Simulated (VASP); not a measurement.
# Si3N2 (Cmc2_1) in VASP: a series of runs

Si3N2 is run at these levels: PBE; tasks: relaxation of cell and atoms, relaxation of shape and atoms at fixed volume.

Everything below comes from runs of VASP 6.6.1. Logs are shortened: lines on timing, memory, paths and dates and some standing lists are left out, and cuts for length are marked.

## Step 1: The cell of the first run

The structure is orthorhombic, space group Cmc2_1 (No. 36). The conventional cell has a = 11.352 Å, b = 5.300 Å, c = 4.670 Å, α = 90.00°, β = 90.00°, γ = 90.00°. Si (site symmetry 1) has 3 N at 1.74 to 1.77 Å and 1 Si at 2.37 Å within 2.4 Å. Si (site symmetry m) has 4 Si at 2.37 to 2.63 Å within 3.1 Å. N (site symmetry 1) has 3 Si at 1.74 to 1.77 Å within 2.3 Å.

## Step 2: Relaxation of cell and atoms, PBE

File INCAR:

```
PREC = Accurate ; ENCUT = 600
EDIFF = 1E-6 ; ISMEAR = 0
SIGMA = 0.01 ; LREAL = False
LASPH = True ; NELM = 100
ALGO = Normal ; ISIF = 3
LWAVE = False ; LCHARG = False
GGA = PE ; IBRION = 2
NSW = 80 ; EDIFFG = -0.001
```

File KPOINTS:

```
regular mesh
0
Gamma
  6 6 6
```

File POSCAR:

```
Si3N2
1.0
    5.6760281714     -2.6499088876      0.0000000000
    5.6760281714      2.6499088876      0.0000000000
    0.0000000000      0.0000000000      4.6699690482
Si N
6 4
Direct
    0.6466420019      0.9908808718      0.2789823506
    0.0091191282      0.3533579981      0.2789823506
    0.9908808718      0.6466420019      0.7789823506
    0.3533579981      0.0091191282      0.7789823506
    0.3865857753      0.6134142247      0.7079686847
    0.6134142247      0.3865857753      0.2079686847
    0.3373032230      0.0754282525      0.1435333071
    0.9245717475      0.6626967770      0.1435333071
    0.0754282525      0.3373032230      0.6435333071
    0.6626967770      0.9245717475      0.6435333071
```

Potentials or basis: VASP PAW PBE potentials, release 64 (Si, N).

Run with:

```sh
> cat potpaw_PBE.64/Si/POTCAR potpaw_PBE.64/N/POTCAR > POTCAR
> mpirun -np 1 vasp_std > vasp.out
```

OUTCAR:

```text
PREC = Accurate
   ENCUT = 600
   EDIFF = 1E-6
   ISMEAR = 0
   LREAL = False
   LASPH = True
   NELM = 100
   ISIF = 3
   GGA = PE
   IBRION = 2
   NSW = 80
   EDIFFG = -0.001

 ion  position               nearest neighbor table
   1  0.647  0.991  0.279-  10 1.74   8 1.75   7 1.77   6 2.37   4 2.93   4 2.93   3 2.96   3 2.96
                             2 3.08   2 3.08
   2  0.009  0.353  0.279-   9 1.74   7 1.75   8 1.77   6 2.37   3 2.93   3 2.93   4 2.96   4 2.96
                             1 3.08   1 3.08
   3  0.991  0.647  0.779-   8 1.74  10 1.75   9 1.77   5 2.37   2 2.93   2 2.93   1 2.96   1 2.96
                             4 3.08   4 3.08
   4  0.353  0.009  0.779-   7 1.74   9 1.75  10 1.77   5 2.37   1 2.93   1 2.93   2 2.96   2 2.96
                             3 3.08   3 3.08
   5  0.387  0.613  0.708-   3 2.37   4 2.37   6 2.63   6 2.63
   6  0.613  0.387  0.208-   1 2.37   2 2.37   5 2.63   5 2.63
   7  0.337  0.075  0.144-   4 1.74   2 1.75   1 1.77
   8  0.925  0.663  0.144-   3 1.74   1 1.75   2 1.77
   9  0.075  0.337  0.644-   2 1.74   4 1.75   3 1.77
  10  0.663  0.925  0.644-   1 1.74   3 1.75   4 1.77

  LATTYP: Found a base centered orthorhombic cell.
 ALAT       =     5.2998177752
 B/A-ratio  =     2.1419710685
 C/A-ratio  =     0.8811565315

  Lattice vectors:

 A1 = (  -5.6760281714,  -2.6499088876,   0.0000000000)
 A2 = (   5.6760281714,  -2.6499088876,   0.0000000000)
 A3 = (   0.0000000000,   0.0000000000,   4.6699690482)

Analysis of symmetry for initial positions (statically):
=====================================================================
 Subroutine PRICEL returns:
 Original cell was already a primitive cell.

 Routine SETGRP: Setting up the symmetry group for a
 base centered orthorhombic supercell.

 Subroutine GETGRP returns: Found  4 space group operations
 (whereof  2 operations were pure point group operations)
 out of a pool of  8 trial point group operations.

The static configuration has the point symmetry C_1h.
 The point group associated with its full space group is C_2v.

Analysis of symmetry for dynamics (positions and initial velocities):
=====================================================================
 Subroutine PRICEL returns:
 Original cell was already a primitive cell.

 Routine SETGRP: Setting up the symmetry group for a
 base centered orthorhombic supercell.

 Subroutine GETGRP returns: Found  4 space group operations
[... 142 lines left out ...]
  Fermi-wavevector in a.u.,A,eV,Ry     =   1.111781  2.100961 16.817575  1.236057
  Thomas-Fermi vector in A             =   2.248348
   LORBIT       =      0    0 simple, 1 ext, 2 COOP (PROOUT), +10 PAW based schemes
   GGA     = PE    functional components
   LHFCALC =     F    Hartree Fock is set to
   AEXX    =    0.0000 exact exchange contribution
   IVDW    =     0    specifies the selected vdW correction
   LEPSILON=     F    determine dielectric tensor
   LRPA    =     F    only Hartree local field effects (RPA)
 conjugate gradient relaxation of ions
 non-spin polarized calculation
 Gauss-broadening in eV      SIGMA  =   0.01
  energy-cutoff  :      600.00
  volume of cell :      140.48
 maximum number of plane-waves:      4723
   NGX = 25   NGY = 25   NGZ = 19

--------------------------------------- Ionic step        1  -------------------------------------------

 number of electron      43.9999999 magnetization

 Free energy of the ion-electron system (eV)
  ---------------------------------------------------
  ext. energy  EPLUGINS =         0.00000000
  ---------------------------------------------------
  free energy    TOTEN  =       -71.50282753 eV

  energy without entropy =      -71.50282753  energy(sigma->0) =      -71.50282753

------------------------ aborting loop because EDIFF is reached ----------------------------------------

  FORCE on cell =-STRESS in cart. coord.  units (eV):
  Direction    XX          YY          ZZ          XY          YZ          ZX
  --------------------------------------------------------------------------------------
  -------------------------------------------------------------------------------------
  Total       -0.1979883     -0.1952039     -0.1310840      0.0000000      0.0000000      0.0000000
  in kB       -2.2580346     -2.2262785     -1.4949983      0.0000000      0.0000000      0.0000000
  external PRESSURE =      -1.9931038 kB  Pullay stress =       0.0000000 kB
[... 113 lines left out ...]
  FREE ENERGIE OF THE ION-ELECTRON SYSTEM (eV)
  ---------------------------------------------------
  free  energy   TOTEN  =       -71.5029437973 eV

  energy  without entropy=      -71.5029437973  energy(sigma->0) =      -71.50294380

[... ionic steps 4 to 18 ...]

--------------------------------------- Ionic step       19  -------------------------------------------

 number of electron      43.9999999 magnetization

------------------------ aborting loop because EDIFF is reached ----------------------------------------
[... 83 lines left out ...]
--------------------------------------- Ionic step       21  -------------------------------------------

 number of electron      43.9999999 magnetization

 Free energy of the ion-electron system (eV)
  ---------------------------------------------------
  ext. energy  EPLUGINS =         0.00000000
  ---------------------------------------------------
  free energy    TOTEN  =       -71.50295792 eV

  energy without entropy =      -71.50295792  energy(sigma->0) =      -71.50295792

 E-fermi :   5.6900     XC(G=0):  -9.9518

 val. band max:        5.6098782887   @ k =   0.5000   0.5000   0.0000
 cond. band min:       6.7725881734   @ k =  -0.3333   0.1667   0.0000
 fundamental gap:      1.1627098846
 Fermi energy:         5.6899798992

 k-point     1 :       0.0000    0.0000    0.0000
  band No.  band energies     occupation
      1     -12.1476      2.00000
      2      -9.7340      2.00000
      3      -9.3431      2.00000
      4      -9.2305      2.00000
      5      -3.5524      2.00000
      6      -2.9246      2.00000
[... 733 lines left out ...]
     27      10.1876      0.00000
     28      10.7128      0.00000

 [... further k-points ...]

------------------------ aborting loop because EDIFF is reached ----------------------------------------

  FORCE on cell =-STRESS in cart. coord.  units (eV):
  Direction    XX          YY          ZZ          XY          YZ          ZX
  --------------------------------------------------------------------------------------
  -------------------------------------------------------------------------------------
  Total        0.0085469     -0.0008695     -0.0062474      0.0000000      0.0000000      0.0000000
  in kB        0.0976122     -0.0099300     -0.0713499      0.0000000      0.0000000      0.0000000
  external PRESSURE =       0.0054441 kB  Pullay stress =       0.0000000 kB
[... 25 lines left out ...]
  FREE ENERGIE OF THE ION-ELECTRON SYSTEM (eV)
  ---------------------------------------------------
  free  energy   TOTEN  =       -71.5029579203 eV

  energy  without entropy=      -71.5029579203  energy(sigma->0) =      -71.50295792

 reached required accuracy - stopping structural energy minimisation
```

OSZICAR:

```text
N       E                     dE             d eps       ncg     rms          rms(c)
DAV:   1     0.215565579834E+03    0.21557E+03   -0.21898E+04  2912   0.155E+03
DAV:   2    -0.575841005402E+02   -0.27315E+03   -0.26501E+03  3772   0.279E+02
DAV:   3    -0.800460043398E+02   -0.22462E+02   -0.22343E+02  3416   0.892E+01
[... 99 lines left out ...]
DAV:   1    -0.715029574554E+02   -0.23588E-08   -0.55208E-07  1456   0.506E-03    0.291E-04
DAV:   2    -0.715029574596E+02   -0.42323E-08   -0.38096E-08  1456   0.138E-03
  20 F= -.71502957E+02 E0= -.71502957E+02  d E =-.428911E-06
       N       E                     dE             d eps       ncg     rms          rms(c)
DAV:   1    -0.715029580220E+02   -0.56662E-06   -0.40013E-05  2920   0.417E-02    0.230E-03
DAV:   2    -0.715029579203E+02    0.10174E-06   -0.78639E-07  1524   0.589E-03
  21 F= -.71502958E+02 E0= -.71502958E+02  d E =-.460647E-06
```

CONTCAR:

```text
Si3N2
   1.00000000000000
     5.6713184848048686   -2.6487481490286515    0.0000000000000000
     5.6713184848048686    2.6487481490286515    0.0000000000000000
     0.0000000000000000    0.0000000000000000    4.6693789167802455
  Si              N
     6     4
Direct
     0.6466006353029442    0.9909274547699104    0.2790221162360249
     0.0090725452300899    0.3533993646970556    0.2790221162360249
     0.9909274547699104    0.6466006353029442    0.7790221162360246
     0.3533993646970556    0.0090725452300899    0.7790221162360246
     0.3866556456463054    0.6133443543536948    0.7079234890152084
     0.6133443543536948    0.3866556456463054    0.2079234890152083
     0.3372255076770381    0.0754488826947751    0.1435161393063742
     0.9245511173052249    0.6627744923229618    0.1435161393063742
     0.0754488826947751    0.3372255076770381    0.6435161393063742
     0.6627744923229618    0.9245511173052249    0.6435161393063742

  0.00000000E+00  0.00000000E+00  0.00000000E+00
  0.00000000E+00  0.00000000E+00  0.00000000E+00
  0.00000000E+00  0.00000000E+00  0.00000000E+00
  0.00000000E+00  0.00000000E+00  0.00000000E+00
  0.00000000E+00  0.00000000E+00  0.00000000E+00
  0.00000000E+00  0.00000000E+00  0.00000000E+00
  0.00000000E+00  0.00000000E+00  0.00000000E+00
  0.00000000E+00  0.00000000E+00  0.00000000E+00
  0.00000000E+00  0.00000000E+00  0.00000000E+00
  0.00000000E+00  0.00000000E+00  0.00000000E+00
```

It took 13 min on 1 thread of AMD EPYC 9R45 (Zen 5), shared host; peak memory 0.4 GiB.

Results:

| Quantity | Value |
| --- | --- |
| Free energy | -71.5030 eV |
| Relaxed volume | 14.03 Å³/atom |
| Relaxed cell | a = 6.259 Å, b = 6.259 Å, c = 4.669 Å, α = 90.00°, β = 90.00°, γ = 50.07° |
| Space group after relaxing (to 0.1 Å) | Cmc2_1 (No. 36) |
| Energy gained by relaxing | 0.0 meV/atom |
| Ionic steps | 21 |
| Pressure after relaxing | 0.0 GPa |
| Band gap on the k mesh | 1.16 eV (least direct gap 1.28 eV) |

The path:
```tsv
step	energy change (eV)	largest force (eV/Å)	pressure (GPa)	volume (Å³)
1	0.0000	0.0088	-0.20	140.48
2	0.0000	0.0238	0.22	140.13
3	-0.0001	0.0072	0.00	140.31
4	-0.0001	0.0069	0.00	140.32
5	-0.0001	0.0062	0.00	140.30
6	-0.0001	0.0059	0.00	140.30
7	-0.0001	0.0053	0.00	140.30
8	-0.0001	0.0039	0.00	140.30
9	-0.0001	0.0038	0.00	140.30
10	-0.0001	0.0024	0.00	140.29
11	-0.0001	0.0022	-0.01	140.29
12	-0.0001	0.0028	-0.01	140.29
13	-0.0001	0.0030	0.01	140.27
14	-0.0001	0.0009	0.01	140.28
15	-0.0001	0.0015	0.00	140.29
16	-0.0001	0.0025	0.00	140.28
17	-0.0001	0.0019	0.00	140.29
18	-0.0001	0.0014	0.00	140.29
19	-0.0001	0.0012	0.00	140.29
20	-0.0001	0.0013	0.00	140.29
21	-0.0001	0.0005	0.00	140.29
```

Final structure:
```cif
data_structure
_symmetry_space_group_name_H-M 'P 1'
_symmetry_Int_Tables_number 1
_cell_length_a 6.2594
_cell_length_b 6.2594
_cell_length_c 4.6694
_cell_angle_alpha 90.000
_cell_angle_beta 90.000
_cell_angle_gamma 50.069
_cell_volume 140.29
loop_
_atom_site_label
_atom_site_type_symbol
_atom_site_fract_x
_atom_site_fract_y
_atom_site_fract_z
_atom_site_occupancy
Si1 Si 0.64660 0.99093 0.27902 1
Si2 Si 0.00907 0.35340 0.27902 1
Si3 Si 0.99093 0.64660 0.77902 1
Si4 Si 0.35340 0.00907 0.77902 1
Si5 Si 0.38666 0.61334 0.70792 1
Si6 Si 0.61334 0.38666 0.20792 1
N1 N 0.33723 0.07545 0.14352 1
N2 N 0.92455 0.66277 0.14352 1
N3 N 0.07545 0.33723 0.64352 1
N4 N 0.66277 0.92455 0.64352 1
```

A k mesh can miss the band edges.

(Continued in part 2 of 2.)
